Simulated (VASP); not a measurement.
# InSb3 (Pm-3m) in VASP: further runs, part 2 of 2

VASP 6.6.1. The steps go on from the part before.

## 4. Single point, PBEsol

The input, INCAR:

```
PREC = Accurate ; ENCUT = 520
EDIFF = 1E-6 ; ISMEAR = -1
SIGMA = 0.05 ; LREAL = F
LASPH = T ; NELM = 100
ALGO = Normal ; ISIF = 2
LWAVE = F ; LCHARG = F
GGA = PS ; NBANDS = 22
```

The input, KPOINTS:

```
regular mesh
0
Gamma
  6 6 6
```

The input, POSCAR:

```
InSb3
1.0
    4.9006334225      0.0000000000      0.0000000000
    0.0000000000      4.9006334225      0.0000000000
    0.0000000000      0.0000000000      4.9006334225
Sb In
3 1
Direct
    0.5000000000      0.5000000000      0.0000000000
    0.0000000000      0.5000000000      0.5000000000
    0.5000000000      0.0000000000      0.5000000000
    0.0000000000      0.0000000000      0.0000000000
```

Potentials or basis: VASP PAW PBE potentials, release 64 (Sb, In_d).

Command:

```sh
$ cat potpaw_PBE.64/Sb/POTCAR potpaw_PBE.64/In_d/POTCAR > POTCAR
$ mpirun -np 1 vasp_std > vasp.out
```

OUTCAR:

```text
PREC = Accurate
   ENCUT = 520
   EDIFF = 1E-6
   ISMEAR = -1
   LREAL = F
   LASPH = T
   NELM = 100
   ISIF = 2
   GGA = PS

 ion  position               nearest neighbor table
   1  0.500  0.500  0.000-   2 3.47   3 3.47   4 3.47   2 3.47   3 3.47   3 3.47   4 3.47   3 3.47
                             2 3.47   4 3.47   2 3.47   4 3.47
   2  0.000  0.500  0.500-   1 3.47   3 3.47   4 3.47   1 3.47   4 3.47   3 3.47   4 3.47   4 3.47
                             1 3.47   3 3.47   1 3.47   3 3.47
   3  0.500  0.000  0.500-   1 3.47   2 3.47   4 3.47   1 3.47   4 3.47   1 3.47   2 3.47   1 3.47
                             2 3.47   4 3.47   4 3.47   2 3.47
   4  0.000  0.000  0.000-   1 3.47   2 3.47   3 3.47   2 3.47   3 3.47   1 3.47   2 3.47   2 3.47
                             1 3.47   3 3.47   3 3.47   1 3.47

  LATTYP: Found a simple cubic cell.
 ALAT       =     4.9006334225

  Lattice vectors:

 A1 = (   4.9006334225,   0.0000000000,   0.0000000000)
 A2 = (   0.0000000000,   4.9006334225,   0.0000000000)
 A3 = (   0.0000000000,   0.0000000000,   4.9006334225)

Analysis of symmetry for initial positions (statically):
=====================================================================
[... 172 lines left out ...]
 val. band max:        7.0001513916   @ k =   0.1667   0.0000   0.0000
 cond. band min:       7.0096621826   @ k =   0.5000   0.3333   0.0000
 fundamental gap:      0.0095107910
 Fermi energy:         7.0093045858

 k-point     1 :       0.0000    0.0000    0.0000
  band No.  band energies     occupation
      1      -7.3886      2.00000
      2      -7.3886      2.00000
      3      -7.3762      2.00000
      4      -7.3762      2.00000
      5      -7.3762      2.00000
      6      -4.7906      2.00000
[... 489 lines left out ...]
     21      13.0455      0.00000
     22      14.9837      0.00000

------------------------ aborting loop because EDIFF is reached ----------------------------------------

  FORCE on cell =-STRESS in cart. coord.  units (eV):
  Direction    XX          YY          ZZ          XY          YZ          ZX
  --------------------------------------------------------------------------------------
  -------------------------------------------------------------------------------------
  Total       -3.6878318     -3.6878318     -3.6878318     -0.0000000      0.0000000     -0.0000000
  in kB      -50.2024645    -50.2024645    -50.2024645     -0.0000000      0.0000000     -0.0000000
  external PRESSURE =     -50.2024645 kB  Pullay stress =       0.0000000 kB

 VOLUME and BASIS-vectors are now :
 -----------------------------------------------------------------------------
  energy-cutoff  :      520.00
  volume of cell :      117.69
      direct lattice vectors                 reciprocal lattice vectors
     4.900633423  0.000000000  0.000000000     0.204055254  0.000000000  0.000000000
     0.000000000  4.900633423  0.000000000     0.000000000  0.204055254  0.000000000
     0.000000000  0.000000000  4.900633423     0.000000000  0.000000000  0.204055254

 POSITION                                       TOTAL-FORCE (eV/Angst)
 -----------------------------------------------------------------------------------
      2.45032      2.45032      0.00000         0.000000      0.000000      0.000000
      0.00000      2.45032      2.45032         0.000000      0.000000      0.000000
      2.45032      0.00000      2.45032         0.000000      0.000000      0.000000
      0.00000      0.00000      0.00000         0.000000      0.000000      0.000000
 -----------------------------------------------------------------------------------
    total drift:                               -0.000000     -0.000000     -0.000000

  FREE ENERGIE OF THE ION-ELECTRON SYSTEM (eV)
  ---------------------------------------------------
  free  energy   TOTEN  =       -15.8562428281 eV

  energy  without entropy=      -15.8322475277  energy(sigma->0) =      -15.84424518
```

stdout:

```text
POSCAR found type information on POSCAR SbIn
 POSCAR found :  2 types and       4 ions
 scaLAPACK will be used
 -----------------------------------------------------------------------------
|                                                                             |
|                                                                             |
|     You enforced a specific xc type in the INCAR file but a different       |
|     I HOPE YOU KNOW WHAT YOU ARE DOING!                                     |
|                                                                             |
 -----------------------------------------------------------------------------

 LDA part: xc-table for (Slater+PW92), standard interpolation
 POSCAR, INCAR and KPOINTS ok, starting setup
 FFT: planning ... GRIDC
 FFT: planning ... GRID_SOFT
 FFT: planning ... GRID
 WAVECAR not read
 entering main loop
```

Wall time 26 s (1 thread of AMD EPYC 7R13 (Zen 3), shared host); peak memory 0.19 GiB.

What came out:

```
Free energy            : -15.8562 eV
Pressure               : -5.0 GPa
Band gap on the k mesh : zero (band 14 reaches 10.22 eV, above the bottom of band 15 at 5.96 eV)
```

Levels at points of the mesh, in eV from the Fermi level:
| k point | band 12 | band 13 | band 14 | band 15 | band 16 | band 17 |
| --- | --- | --- | --- | --- | --- | --- |
| (0.00, 0.00, 0.00) | -3.63 | 0.39 | 0.39 | 0.39 | 1.64 | 1.64 |
| (0.50, 0.00, 0.00) | -1.96 | -1.96 | -1.04 | -0.78 | 1.69 | 2.00 |
| (0.50, 0.50, 0.00) | -1.64 | -1.25 | -1.05 | -1.05 | -0.57 | 1.09 |
| (0.50, 0.50, 0.50) | -4.68 | -4.68 | 3.21 | 3.21 | 3.26 | 3.26 |

Caveat: the PAW data sets were made with another functional, which shifts forces and pressure a little; spin-orbit coupling is left out, which moves the levels of the heavy elements.

## 5. Single point, r2SCAN

This run uses another cell than the first one, of 29.42 Å³/atom, 1.060 times its volume.

POSCAR is that of step 4.

The input, INCAR.step1:

```
ALGO = Normal
EDIFF = 1E-4
ENCUT = 520
GGA = PE
ISMEAR = -1
LASPH = True
LCHARG = False
LREAL = False
LWAVE = True
NBANDS = 22
NELM = 60
PREC = Accurate
SIGMA = 0.05
```

The input, INCAR.step2:

```
ALGO = Normal
EDIFF = 1E-6
ENCUT = 520
ISIF = 2
ISMEAR = -1
ISTART = 1
LASPH = True
LCHARG = False
LMIXTAU = True
LREAL = False
LWAVE = False
METAGGA = R2SCAN
NBANDS = 22
NELM = 60
PREC = Accurate
SIGMA = 0.05
```

The input, KPOINTS:

```
k-points
0
Gamma
  6 6 6
```

Command:

```sh
$ cat potpaw_PBE.64/Sb/POTCAR potpaw_PBE.64/In_d/POTCAR > POTCAR
$ cp INCAR.step1 INCAR
$ mpirun -np 1 vasp_std > vasp.out
$ cp INCAR.step2 INCAR
$ mpirun -np 1 vasp_std > vasp.out
```

It took 94 s on 1 thread of Intel Xeon Platinum 8488C (Sapphire Rapids), shared host; peak memory 0.24 GiB.

The run converged. Its results:

| Property | Result |
| --- | --- |
| Free energy | -98.4660 eV |
| Pressure | -3.2 GPa |
| Band gap on the k mesh | zero (band 14 reaches 10.49 eV, above the bottom of band 15 at 5.92 eV) |

Levels at points of the mesh, in eV from the Fermi level:
| k point | band 11 | band 12 | band 13 | band 14 | band 15 | band 16 | band 17 | band 18 |
| --- | --- | --- | --- | --- | --- | --- | --- | --- |
| (0.00, 0.00, 0.00) | -4.29 | -3.57 | 0.36 | 0.36 | 0.36 | 1.78 | 1.78 | 1.78 |
| (0.50, 0.00, 0.00) | -2.93 | -2.08 | -2.08 | -1.06 | -0.70 | 1.83 | 2.10 | 2.10 |
| (0.50, 0.50, 0.00) | -1.60 | -1.60 | -1.34 | -1.16 | -1.16 | -0.53 | 1.25 | 3.18 |
| (0.50, 0.50, 0.50) | -4.91 | -4.91 | -4.77 | 3.41 | 3.41 | 3.43 | 3.43 | 3.43 |

Caveat: the PAW data sets were made with another functional, which shifts forces and pressure a little; spin-orbit coupling is left out, which moves the levels of the heavy elements.

## 6. Single point, LDA (volume scaled by 0.94)

The input, INCAR:

```
PREC = Accurate
ENCUT = 520
EDIFF = 1E-6
ISMEAR = -1
SIGMA = 0.05
LREAL = False
LASPH = True
NELM = 60
ALGO = Normal
ISIF = 2
LWAVE = False
LCHARG = True
LELF = True
LVHAR = True
NBANDS = 22
```

The input, KPOINTS:

```
Automatic mesh
0
Gamma
  6 6 6
```

The input, POSCAR:

```
InSb3
1.0
    4.7082503466      0.0000000000      0.0000000000
    0.0000000000      4.7082503466      0.0000000000
    0.0000000000      0.0000000000      4.7082503466
Sb In
3 1
Direct
    0.5000000000      0.5000000000      0.0000000000
    0.0000000000      0.5000000000      0.5000000000
    0.5000000000      0.0000000000      0.5000000000
    0.0000000000      0.0000000000      0.0000000000
```

Potentials or basis: VASP PAW LDA potentials, release 64 (Sb, In_d).

Command:

```sh
$ cat potpaw_LDA.64/Sb/POTCAR potpaw_LDA.64/In_d/POTCAR > POTCAR
$ mpirun -np 1 vasp_std > vasp.out
```

Wall time 17 s (1 thread of Intel Xeon 6455B, shared host); peak memory 0.19 GiB.

It converged, with:

```
Free energy            : -17.0006 eV
Pressure               : -0.5 GPa
Band gap on the k mesh : zero (band 14 reaches 12.20 eV, above the bottom of band 15 at 7.28 eV)
```

Levels at points of the mesh, in eV from the Fermi level:
| k point | band 11 | band 12 | band 13 | band 14 | band 15 | band 16 | band 17 | band 18 |
| --- | --- | --- | --- | --- | --- | --- | --- | --- |
| (0.00, 0.00, 0.00) | -4.55 | -3.66 | 0.46 | 0.46 | 0.46 | 1.77 | 1.77 | 1.77 |
| (0.50, 0.00, 0.00) | -3.06 | -2.26 | -2.26 | -1.18 | -0.92 | 2.25 | 2.31 | 2.31 |
| (0.50, 0.50, 0.00) | -1.67 | -1.67 | -1.43 | -1.16 | -1.16 | -0.41 | 0.96 | 3.49 |
| (0.50, 0.50, 0.50) | -5.29 | -5.29 | -5.00 | 3.76 | 3.76 | 3.83 | 3.83 | 3.83 |

Caveat: the cell differs from its parent crystal (volume scaled by 0.94); spin-orbit coupling is left out, which moves the levels of the heavy elements.

## 7. Overview

```csv
level,potentials or basis,cell,k mesh,smearing,grid for exact exchange (PRECFOCK),screening parameter,gap on the mesh (eV),pressure (GPa)
HSE06,"VASP PAW PBE potentials, release 64 (Sb, In_d)","a = 4.806 Å, 4 atoms",3 × 3 × 3,gaussian 0.1 eV,Normal,0.2079 1/Å,none,-3.0
PBEsol,"VASP PAW PBE potentials, release 64 (Sb, In_d)","a = 4.838 Å, 4 atoms",6 × 6 × 6,fermi-dirac 0.05 eV,-,-,none,-3.6
PBEsol,"VASP PAW PBE potentials, release 64 (Sb, In_d)","a = 4.901 Å, 4 atoms",6 × 6 × 6,fermi-dirac 0.05 eV,-,-,none,-5.0
r2SCAN,"VASP PAW PBE potentials, release 64 (Sb, In_d)","a = 4.901 Å, 4 atoms",6 × 6 × 6,fermi-dirac 0.05 eV,-,-,none,-3.2
LDA,"VASP PAW LDA potentials, release 64 (Sb, In_d)","a = 4.708 Å, 4 atoms",6 × 6 × 6,fermi-dirac 0.05 eV,-,-,none,-0.5
```

Alike in all rows: task single point; no spin polarisation; cutoff (eV) 520.

Caveats: some runs use coarse meshes; spin-orbit coupling is left out, which moves the levels of the heavy elements; the PAW data sets were made with another functional, which shifts forces and pressure a little (some runs).

Total energies depend on the potentials used, so only differences within one code and one set of settings carry meaning.
